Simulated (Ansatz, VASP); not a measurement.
One calculation of Sn, two programs

```
Sn
1.0
     5.32884    0.00000    0.00000
    -2.66442    4.61491    0.00000
     0.00000    0.00000    3.20748
Sn
3
Cartesian
  0.0000 0.0000 0.0000
  0.0000 3.0766 1.6037
  2.6644 1.5383 1.6037
```

Alike in both runs: functional PBEsol; k mesh 12 × 12 × 14; occupations gaussian, width 0.1 eV; no spin polarisation.

Ansatz relaxed the structure, and its values are those at the end. VASP's run is a single point on that final structure, the one shown.

|  | VASP | Ansatz |
| --- | --- | --- |
| version | VASP 6.6.1 | Ansatz 0.2.0 |
| potentials or method | VASP PAW PBE potentials, release 64 (Sn_d), cutoff 520 eV | scalar-relativistic, plane waves, PAW |
| valence electrons in the cell | 42 | 42 |

|  | VASP | Ansatz | Ansatz less VASP |
| --- | --- | --- | --- |
| gap on the k mesh at the Fermi level (eV) | none | none | - |
| pressure (GPa) | -0.1 | 0.0 | +0.06 |

VASP's potentials were made for PBE, not for PBEsol. A gap of «none» marks a metal or a gap that the smearing closes.
